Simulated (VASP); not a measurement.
# Pt4Au in VASP: single point with PBE+D3(BJ)

Aim: the single point of Pt4Au with PBE+D3(BJ).

Everything below comes from runs of VASP 6.6.1. Logs are shortened: lines on timing, memory, paths and dates and some standing lists are left out, and cuts for length are marked.

## 1. The cell of the first run

The cell holds a slab with vacuum, 5 atoms: a = 2.778 Å, b = 2.778 Å, c = 25.805 Å, α = 90.00°, β = 90.00°, γ = 120.00°.

## 2. Single point, PBE+D3(BJ)

File INCAR:

```
ALGO = Normal ; DIPOL = 0.5 0.5 0.509
EDIFF = 1E-6 ; ENCUT = 520
GGA = PE ; IDIPOL = 3
ISIF = 2 ; ISMEAR = 0
IVDW = 12 ; LASPH = T
LCHARG = F ; LDIPOL = T
LREAL = F ; LWAVE = F
NBANDS = 34 ; NELM = 100
PREC = Accurate ; SIGMA = 0.1
```

File KPOINTS:

```
k-points
0
Gamma
  12 12 1
```

File POSCAR:

```
Pt4Au
1.0
    2.7779442289      0.0000000000      0.0000000000
   -1.3889721145      2.4057702725      0.0000000000
    0.0000000000      0.0000000000     25.8045458948
Pt Au
4 1
Direct
    0.6666666667      0.3333333333      0.3293993250
    0.3333333333      0.6666666667      0.4172978672
    0.0000000000      0.0000000000      0.5048526084
    0.6666666667      0.3333333333      0.5936914207
    0.6666666667      0.3333333333      0.7008350948
```

Potentials or basis: VASP PAW PBE potentials, release 64 (Pt, Au).

Run with:

```sh
> cat potpaw_PBE.64/Pt/POTCAR potpaw_PBE.64/Au/POTCAR > POTCAR
> mpirun -np 1 vasp_std > vasp.out
```

OUTCAR:

```text
EDIFF = 1E-6
   ENCUT = 520
   GGA = PE
   ISIF = 2
   ISMEAR = 0
   IVDW = 12
   LASPH = T
   LREAL = F
   NELM = 100
   PREC = Accurate
 IVDW          = 12

 ion  position               nearest neighbor table
   1  0.667  0.333  0.329-   2 2.78   2 2.78   2 2.78
   2  0.333  0.667  0.417-   3 2.77   3 2.77   3 2.77   1 2.78   1 2.78   1 2.78
   3  0.000  0.000  0.505-   2 2.77   2 2.77   2 2.77   4 2.80   4 2.80   4 2.80
   4  0.667  0.333  0.594-   5 2.76   3 2.80   3 2.80   3 2.80
   5  0.667  0.333  0.701-   4 2.76

  LATTYP: Found a hexagonal cell.
 ALAT       =     2.7779442289
 C/A-ratio  =     9.2890798981

  Lattice vectors:

 A1 = (   2.7779442289,   0.0000000000,   0.0000000000)
 A2 = (  -1.3889721145,   2.4057702725,   0.0000000000)
 A3 = (   0.0000000000,   0.0000000000,  25.8045458948)

Analysis of symmetry for initial positions (statically):
=====================================================================
 Subroutine PRICEL returns:
 Original cell was already a primitive cell.

 Routine SETGRP: Setting up the symmetry group for a
 hexagonal supercell.

 Subroutine GETGRP returns: Found  6 space group operations
 (whereof  6 operations were pure point group operations)
 out of a pool of 24 trial point group operations.

The static configuration has the point symmetry C_3v.

Analysis of symmetry for dynamics (positions and initial velocities):
=====================================================================
 Subroutine PRICEL returns:
 Original cell was already a primitive cell.

 Routine SETGRP: Setting up the symmetry group for a
 hexagonal supercell.

 Subroutine GETGRP returns: Found  6 space group operations
 (whereof  6 operations were pure point group operations)
 out of a pool of 24 trial point group operations.

The dynamic configuration has the point symmetry C_3v.

 Subroutine INISYM returns: Found  6 space group operations
 (whereof  6 operations are pure point group operations),
 and found     1 'primitive' translations

----------------------------------------------------------------------------------------

                                     Primitive cell

  volume of cell :     172.4542

  direct lattice vectors                    reciprocal lattice vectors
     2.777944229  0.000000000  0.000000000     0.359978429  0.207833643  0.000000000
    -1.388972115  2.405770272  0.000000000     0.000000000  0.415667286  0.000000000
     0.000000000  0.000000000 25.804545895     0.000000000  0.000000000  0.038752862
[... 93 lines left out ...]
   TEBEG  =    0.0;   TEEND  =   0.0 temperature during run
   PSTRESS=    0.0 pullay stress
   NELECT =      51.0000    total number of electrons
   NUPDOWN=      -1.0000    fix difference up-down
   EMIN   =  10.00;   EMAX   =-10.00  energy-range for DOS
   EFERMI =   0.00;   METHOD = LEGACY
   ISMEAR =     0;   SIGMA  =   0.10  broadening in eV -4-tet -1-fermi 0-gaus
   EFERMI_NEDOS =   21; number of points for ismear=-14 and -15
   IALGO  =     38    algorithm
   IMIX   =      4    mixing-type and parameters
     AMIX     =   0.40;   BMIX     =  1.00
     AMIX_MAG =   1.60;   BMIX_MAG =  1.00
  volume/ion in A,a.u.               =      34.49       232.76
  Fermi-wavevector in a.u.,A,eV,Ry     =   1.090704  2.061132 16.185971  1.189635
  Thomas-Fermi vector in A             =   2.226934
   LORBIT       =      0    0 simple, 1 ext, 2 COOP (PROOUT), +10 PAW based schemes
   GGA     = PE    functional components
   LHFCALC =     F    Hartree Fock is set to
   AEXX    =    0.0000 exact exchange contribution
   IVDW    =    12    specifies the selected vdW correction
   LEPSILON=     F    determine dielectric tensor
   LRPA    =     F    only Hartree local field effects (RPA)
 non-spin polarized calculation
 Gauss-broadening in eV      SIGMA  =   0.10
  energy-cutoff  :      520.00
  volume of cell :      172.45
 maximum number of plane-waves:      4681
 NGX is ok and might be reduce to    24
   NGX = 11   NGY = 11   NGZ = 95

 dipolmoment           0.000000      0.000000      0.542683 electrons x Angstroem

 number of electron      51.0000003 magnetization

 dipolmoment           0.000000      0.000000     -0.021913 electrons x Angstroem

 Free energy of the ion-electron system (eV)
  ---------------------------------------------------
  ext. energy  EPLUGINS =         0.00000000
  ---------------------------------------------------
  free energy    TOTEN  =       -26.50807509 eV

  energy without entropy =      -26.46698828  energy(sigma->0) =      -26.48753169

 E-fermi :   1.7964     XC(G=0):  -6.7335

 val. band max:        1.7767791849   @ k =   0.0833  -0.0000   0.0000
 cond. band min:       1.8038168349   @ k =   0.3333   0.0833   0.0000
 fundamental gap:      0.0270376501
 Fermi energy:         1.7963764358

 k-point     1 :       0.0000    0.0000    0.0000
  band No.  band energies     occupation
      1      -7.8075      2.00000
      2      -6.6154      2.00000
      3      -5.8837      2.00000
      4      -5.2574      2.00000
      5      -5.2086      2.00000
      6      -2.9940      2.00000
[... 692 lines left out ...]
     33       9.1100      0.00000
     34       9.2589      0.00000

------------------------ aborting loop because EDIFF is reached ----------------------------------------

 vacuum level on the upper side and lower side of the slab       (xc-potential included)        -0.301         0.280

 Edisp (eV)   -2.96140

 E8    (eV) :    -1.3906

  FORCE on cell =-STRESS in cart. coord.  units (eV):
  Direction    XX          YY          ZZ          XY          YZ          ZX
  --------------------------------------------------------------------------------------
  -------------------------------------------------------------------------------------
  Total      -3.95884    -3.95884     0.25872     0.00000    -0.00000     0.00000
  in kB     -36.77942   -36.77942     2.40359     0.00000    -0.00000     0.00000
  external pressure =      -23.72 kB  Pullay stress =        0.00 kB

 VOLUME and BASIS-vectors are now :
 -----------------------------------------------------------------------------
  energy-cutoff  :      520.00
  volume of cell :      172.45
      direct lattice vectors                 reciprocal lattice vectors
     2.777944229  0.000000000  0.000000000     0.359978429  0.207833643  0.000000000
    -1.388972115  2.405770272  0.000000000     0.000000000  0.415667286  0.000000000
     0.000000000  0.000000000 25.804545895     0.000000000  0.000000000  0.038752862

 POSITION                                       TOTAL-FORCE (eV/Angst)
 -----------------------------------------------------------------------------------
      1.38897      0.80192      8.50000        -0.000000      0.000000     -0.203254
     -0.00000      1.60385     10.76818         0.000000      0.000000      0.221377
      0.00000      0.00000     13.02749        -0.000000     -0.000000      0.002687
      1.38897      0.80192     15.31994        -0.000000      0.000000     -0.010425
      1.38897      0.80192     18.08473        -0.000000      0.000000     -0.010385
 -----------------------------------------------------------------------------------
    total drift:                               -0.000000     -0.000000     -0.000260

  FREE ENERGIE OF THE ION-ELECTRON SYSTEM (eV)
  ---------------------------------------------------
  free  energy   TOTEN  =       -29.4694733717 eV

  energy  without entropy=      -29.4283865552  energy(sigma->0) =      -29.44892996

 vacuum level on the upper side and lower side of the slab         6.900         7.498
```

It took 8.9 min on 1 thread of Intel Xeon 8259CL, shared host; peak memory 0.38 GiB.

Results:

```yaml
Free_energy: -29.4695 eV
Largest_force: 0.221 eV/Å
Band_gap_on_the_k_mesh: zero (an odd number of electrons rules out a gap without spin polarisation)
Dispersion_energy_per_atom: -0.592 eV
```

Forces in eV/Å, atoms in the order of the input:
```
Pt   0.000  0.000 -0.203
Pt   0.000  0.000  0.221
Pt   0.000  0.000  0.003
Pt   0.000  0.000 -0.010
Au   0.000  0.000 -0.010
```

Caveat: spin-orbit coupling is left out, which moves the levels of the heavy elements.
